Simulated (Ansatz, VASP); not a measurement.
NaF: VASP beside Ansatz

The input INCAR:

```
SYSTEM = NaF
ALGO = Normal
EDIFF = 1E-6
ENCUT = 520
GGA = PE
ISIF = 2
ISMEAR = 0
LASPH = .TRUE.
LCHARG = .FALSE.
LREAL = .FALSE.
LWAVE = .FALSE.
NBANDS = 14
NELM = 80
PREC = Accurate
SIGMA = 0.05
```

Contents of KPOINTS:

```
k-points
0
G
  12 12 12
  0 0 0
```

Contents of POSCAR:

```
NaF
1.0
    0.0000000000      2.3349022949      2.3349022949
    2.3349022949      0.0000000000      2.3349022949
    2.3349022949      2.3349022949      0.0000000000
Na F
1 1
Direct
    0.0000000000      0.0000000000      0.0000000000
    0.5000000000      0.5000000000      0.5000000000
```

Input for Ansatz:

```yaml
crystal:
  lattice:
    - [0.0, 2.3349022949, 2.3349022949]
    - [2.3349022949, 0.0, 2.3349022949]
    - [2.3349022949, 2.3349022949, 0.0]
  atoms:
    - { symbol: Na, position: [0.0, 0.0, 0.0] }
    - { symbol: F, position: [0.5, 0.5, 0.5] }
basis:
  ecutwfc: 420
  ecutrho_ratio: 4
kpoints:
  mp_grid: { grid: [12, 12, 12] }
hamiltonian:
  xc: pbe
scf:
  occupations: { method: gaussian, width: 0.05 }
output:
  forces: true
  stress: true
  eigenvalues: true
```

Alike in both runs: task single point; functional PBE; k mesh 12 × 12 × 12; occupations gaussian, width 0.05 eV; no spin polarisation.

|  | VASP | Ansatz |
| --- | --- | --- |
| version | VASP 6.6.1 | Ansatz 0.2.0 |
| potentials or method | VASP PAW PBE potentials, release 64 (Na_pv, F), cutoff 520 eV | scalar-relativistic, plane waves, PAW |
| valence electrons in the cell | 14 | 16 |

|  | VASP | Ansatz | Ansatz less VASP |
| --- | --- | --- | --- |
| gap on the k mesh at the Fermi level (eV) | 6.18 | 6.19 | +0.016 |
| least direct gap on the mesh (eV) | 6.18 | 6.19 | +0.016 |
| pressure (GPa) | 0.8 | 0.9 | +0.15 |

VASP's potentials hold 14 valence electrons a cell and Ansatz's 16, so a difference there can come from the potentials and not from the codes.
